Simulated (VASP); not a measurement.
Write the native input for VASP 6.6.1 that does the following.

```
Task                   : single point
Functional             : BLYP
Potentials or basis    : VASP PAW PBE potentials, release 64 (W_sv, C)
Cutoff                 : 520 eV
k mesh                 : 10 × 10 × 10
Occupations            : fermi-dirac, width 0.05 eV
Spin                   : no spin polarisation
Dipole correction      : no
Further INCAR settings : ALGO = Normal; EDIFF = 1e-06; NBANDS = 16
```

The structure of WC lies in POSCAR:

```
WC
1.0
    0.0000000000      2.2168308950      2.2168308950
    2.2168308950      0.0000000000      2.2168308950
    2.2168308950      2.2168308950      0.0000000000
W C
1 1
Direct
    0.0000000000      0.0000000000      0.0000000000
    0.5000000000      0.5000000000      0.5000000000
```

The input as run:

INCAR

```
PREC = Accurate ; ENCUT = 520
EDIFF = 1E-6 ; ISMEAR = -1
SIGMA = 0.05 ; LREAL = False
LASPH = True ; NELM = 80
ALGO = Normal ; ISIF = 2
LWAVE = False ; LCHARG = False
GGA = B5 ; ALDAX = 1.0
AGGAX = 1.0 ; AGGAC = 1.0
ALDAC = 0.0 ; NBANDS = 16
```

KPOINTS

```
Automatic mesh
0
Gamma
  10 10 10
```

Potentials or basis: VASP PAW PBE potentials, release 64 (W_sv, C).

The run is started by

```sh
$ cat potpaw_PBE.64/W_sv/POTCAR potpaw_PBE.64/C/POTCAR > POTCAR
$ mpirun -np 1 vasp_std > vasp.out
```

It gave:

- Pressure: 2.0 GPa
- Band gap on the k mesh: zero (band 9 reaches 13.31 eV, above the bottom of band 10 at 10.37 eV)

Caveat: the PAW data sets were made with another functional, which shifts forces and pressure a little; spin-orbit coupling is left out, which moves the levels of the heavy elements.

It took 23 s on 1 thread of Intel(R) Xeon(R) Platinum 8259CL CPU @ 2.50GHz (Skylake/Cascade Lake), with other jobs on the host, peak memory 0.14 GiB.
